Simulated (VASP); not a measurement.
Wanted: the native input for a VASP 6.6.1 run.

```yaml
Task: single point
Functional: PBEsol
Potentials_or_basis: VASP PAW PBE potentials, release 64 (Ba_sv, Al, Si)
Cutoff: 520 eV
k_mesh: 7 × 7 × 5
Occupations: fermi-dirac, width 0.05 eV
Spin: no spin polarisation
Dipole_correction: no
Further_INCAR_settings: ALGO = Normal; EDIFF = 1e-07; NBANDS = 16
```

The structure of BaAlSi lies in POSCAR:

```
BaAlSi
1.0
    4.3076144200      0.0000000000      0.0000000000
   -2.1538072100      3.7305035200      0.0000000000
    0.0000000000      0.0000000000      5.2258549700
Ba Al Si
1 1 1
Direct
    0.0000000000      0.0000000000      0.0000000000
    0.6666666700      0.3333333300      0.5000000000
    0.3333333300      0.6666666700      0.5000000000
```

These files were run (other wordings do the same):

INCAR

```
SYSTEM = BaAlSi
PREC = Accurate
ENCUT = 520
EDIFF = 1E-7
ISMEAR = -1
SIGMA = 0.05
LREAL = .FALSE.
LASPH = .TRUE.
NELM = 80
ALGO = Normal
ISIF = 2
LWAVE = .FALSE.
LCHARG = .TRUE.
GGA = PS
LELF = .TRUE.
LVHAR = .TRUE.
NBANDS = 16
```

KPOINTS

```
regular mesh
0
G
  7 7 5
  0 0 0
```

Potentials or basis: VASP PAW PBE potentials, release 64 (Ba_sv, Al, Si).

Launch:

```console
$ cat potpaw_PBE.64/Ba_sv/POTCAR potpaw_PBE.64/Al/POTCAR potpaw_PBE.64/Si/POTCAR > POTCAR
$ mpirun -np 1 vasp_std > vasp.out
```

It gave:

```yaml
Pressure: -1.5 GPa
```

Caveat: the PAW data sets were made with another functional, which shifts forces and pressure a little.

Wall time 28 s on 1 thread of Intel(R) Xeon(R) Platinum 8375C CPU @ 2.90GHz (Ice Lake), on a shared host, peak memory 0.21 GiB.
